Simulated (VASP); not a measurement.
Input of a VASP 6.6.1 run:

The input INCAR:

```
SYSTEM = Ga3H
PREC = Accurate ; ENCUT = 520
EDIFF = 1E-6 ; ISMEAR = 0
SIGMA = 0.1 ; LREAL = .False.
LASPH = .True. ; NELM = 100
ALGO = Normal ; ISIF = 2
LWAVE = .False. ; LCHARG = .False.
GGA = PE ; NBANDS = 28
```

The input KPOINTS:

```
Automatic mesh
0
Gamma
  4 4 4
  0 0 0
```

The input POSCAR:

```
Ga3H
1.0
    0.0000000000      3.1180876098      3.1180876098
    3.1180876098      0.0000000000      3.1180876098
    3.1180876098      3.1180876098      0.0000000000
Ga H
3 1
Direct
    0.2500000000      0.2500000000      0.2500000000
    0.5000000000      0.5000000000      0.5000000000
    0.7500000000      0.7500000000      0.7500000000
    0.0000000000      0.0000000000      0.0000000000
```

Potentials or basis: VASP PAW PBE potentials, release 64 (Ga_d, H).

Launch:

```console
$ cat potpaw_PBE.64/Ga_d/POTCAR potpaw_PBE.64/H/POTCAR > POTCAR
$ mpirun -np 1 vasp_std > vasp.out
```

Predict the pressure.

0.2 GPa.

Predict the band gap on the k mesh.

zero (bands 20 and 21 overlap by 3.55 eV).

Caveat: the k points lie up to 0.44 Å⁻¹ apart, too coarse for converged energies and pressures of a metal.
